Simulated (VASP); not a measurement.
Input of a VASP 6.6.1 run:

The input INCAR:

```
PREC     = Accurate       # precision mode
ENCUT    = 520            # plane-wave cutoff, eV
EDIFF    = 1E-8           # SCF threshold, eV
ISMEAR   = -1             # smearing method
SIGMA    = 0.05           # smearing width, eV
LREAL    = F              # projectors in reciprocal space
LASPH    = T              # aspherical terms in the spheres
NELM     = 60             # most SCF steps
ALGO     = Normal         # electronic algorithm
ISIF     = 2              # what is computed and relaxed
LWAVE    = F              # write WAVECAR
LCHARG   = F              # write CHGCAR
GGA      = PE             # functional
LEFG     = T            
NBANDS   = 16             # bands
```

File KPOINTS:

```
Automatic mesh
0
Gamma
  9 9 9
```

File POSCAR:

```
HgTe
1.0
    0.0000000000      3.2235000000      3.2235000000
    3.2235000000      0.0000000000      3.2235000000
    3.2235000000      3.2235000000      0.0000000000
Hg Te
1 1
Direct
    0.0000000000      0.0000000000      0.0000000000
    0.7500000000      0.7500000000      0.7500000000
```

Potentials or basis: VASP PAW PBE potentials, release 64 (Hg, Te).

Run with:

```bash
$ cat potpaw_PBE.64/Hg/POTCAR potpaw_PBE.64/Te/POTCAR > POTCAR
$ mpirun -np 1 vasp_std > vasp.out
```

Problem. Estimate the pressure.

Solution. 4.2 GPa.

Problem. What does it give for the band gap on the k mesh?

Solution. Zero (filled and empty bands touch).

Caveat: without QUAD_EFG the Cq values of the log hold for a quadrupole moment of 1 mb, not for the nuclei; spin-orbit coupling is left out, which moves the levels of the heavy elements.
